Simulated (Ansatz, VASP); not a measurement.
Two plane-wave programs on BN

```
CELL_PARAMETERS angstrom
2.55394 0.00000 0.00000
-1.27697 2.21178 0.00000
0.00000 0.00000 4.22685
ATOMIC_POSITIONS crystal
B 0.66667 0.33333 0.01155
B 0.33333 0.66667 0.49972
N 0.66667 0.33333 0.62528
N 0.33333 0.66667 0.12528
```

Alike in both runs: task single point; functional PBE; k mesh 12 × 12 × 6; occupations gaussian, width 0.05 eV; no spin polarisation.

|  | VASP | Ansatz |
| --- | --- | --- |
| version | VASP 6.6.1 | Ansatz 0.2.0 |
| potentials or method | VASP PAW PBE potentials, release 64 (B, N), cutoff 520 eV | scalar-relativistic, plane waves, PAW |
| valence electrons in the cell | 16 | 16 |

Ansatz gave:

- gap on the k mesh at the Fermi level (eV): 5.50
- least direct gap on the mesh (eV): 8.29
- pressure (GPa): 0.6
- traceless stress, the component that is largest in VASP (GPa): -0.31
- rms of the force components (eV/Å): 0.527

What did VASP give for the same quantities?

gap on the k mesh at the Fermi level (eV): 5.49; least direct gap on the mesh (eV): 8.28; pressure (GPa): 0.8; traceless stress, the component that is largest in VASP (GPa): -0.41; rms of the force components (eV/Å): 0.530.

Atom by atom the forces differ by 0.004 eV/Å (rms over components). With one functional, cell and mesh, what is left measures potentials, basis and numerics.
